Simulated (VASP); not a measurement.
Runs of VASP 6.6.1 on Cu. The structure is that of space group P6_3/mmc (No. 194), or close to it. The cells are those of the table. This isn't the form of Cu at room conditions, which is fcc.

```csv
task,cell,k mesh,cutoff (eV),gap on the mesh (eV),pressure (GPa)
single point,"a = 2.585, b = 2.585, c = 8.434 Å, angles 90.0, 90.0, 120.0°, 4 atoms",15 × 15 × 4,520,none,5.9
single point,"a = 2.620, b = 2.620, c = 8.550 Å, angles 90.0, 90.0, 120.0°, 4 atoms",14 × 14 × 4,520,none,0.6
single point,"a = 2.548, b = 2.548, c = 8.315 Å, angles 90.0, 90.0, 120.0°, 4 atoms",15 × 15 × 4,520,none,(b)
single point,"a = 2.688, b = 2.688, c = 8.772 Å, angles 90.0, 90.0, 120.0°, 4 atoms",15 × 15 × 4,520,none,(a)
single point,"a = 2.620, b = 2.620, c = 8.550 Å, angles 90.0, 90.0, 120.0°, 4 atoms",15 × 15 × 4,520,none,0.6
relaxation of cell and atoms,"relaxed from a = 2.556, b = 2.556, c = 8.348 Å, angles 90.0, 90.0, 120.0°, 4 atoms",14 × 14 × 4,600,none,-0.1
single point,"a = 2.511, b = 2.511, c = 8.193 Å, angles 90.0, 90.0, 120.0°, 4 atoms",15 × 15 × 4,520,none,20.8
single point,"a = 2.620, b = 2.620, c = 8.550 Å, angles 90.0, 90.0, 120.0°, 4 atoms",18 × 18 × 5,520,none,0.5
```

Alike in all rows: level BLYP; potentials or basis VASP PAW PBE potentials, release 64 (Cu); no spin polarisation; smearing fermi-dirac 0.1 eV.

Problem. Estimate the missing entries.

Solution. (a) -6.7; (b) 12.4.

Caveats: the PAW data sets were made with another functional, which shifts forces and pressure a little; the cell stands under pressure (at least some runs); the cell stands under tension (at least some runs).

A gap of «none» marks levels without a gap at the run's occupations.
